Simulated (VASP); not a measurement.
Here is a VASP 6.6.1 calculation.

Contents of INCAR:

```
SYSTEM = Mg5Se
ALGO = Normal ; EDIFF = 1E-6
EDIFFG = -0.01 ; ENCUT = 600
GGA = PE ; IBRION = 2
ISIF = 3 ; ISMEAR = 0
LASPH = .True. ; LCHARG = .False.
LREAL = .False. ; LWAVE = .False.
NELM = 60 ; NSW = 100
PREC = Accurate ; SIGMA = 0.1
```

The input KPOINTS:

```
k-points
0
Gamma
  10 10 10
  0 0 0
```

POSCAR

```
Mg5Se
1.0
   -4.5609510355      4.5609510355      2.4181772475
    4.5609510355     -4.5609510355      2.4181772475
    4.5609510355      4.5609510355     -2.4181772475
Mg Se
5 1
Direct
    0.5000000000      0.8315667056      0.3315667056
    0.5000000000      0.1684332944      0.6684332944
    0.8315667056      0.5000000000      0.3315667056
    0.1684332944      0.5000000000      0.6684332944
    0.5000000000      0.5000000000      0.0000000000
    0.0000000000      0.0000000000      0.0000000000
```

Potentials or basis: VASP PAW PBE potentials, release 64 (Mg, Se).

Command:

```sh
$ cat potpaw_PBE.64/Mg/POTCAR potpaw_PBE.64/Se/POTCAR > POTCAR
$ mpirun -np 1 vasp_std > vasp.out
```

Task: What does it give for the band gap on the k mesh?

Result: Zero (bands 8 and 9 overlap by 0.53 eV).

Task: What does it give for the relaxed cell?

Result: a = 6.891 Å, b = 6.891 Å, c = 6.891 Å, α = 97.09°, β = 97.09°, γ = 138.86°.

Task: Estimate the space group after relaxing (to 0.1 Å).

Result: I4/mmm (No. 139).

Task: Estimate the relaxed volume.

Result: 33.59 Å³/atom.

Final structure:
```
CELL_PARAMETERS angstrom
-4.56207 4.56207 2.42097
4.56207 -4.56207 2.42097
4.56207 4.56207 -2.42097
ATOMIC_POSITIONS crystal
Mg 0.50000 0.83150 0.33150
Mg 0.50000 0.16850 0.66850
Mg 0.83150 0.50000 0.33150
Mg 0.16850 0.50000 0.66850
Mg 0.50000 0.50000 0.00000
Se 0.00000 0.00000 0.00000
```

Caveat: semilocal functionals underestimate gaps, and a narrow one can read as zero.
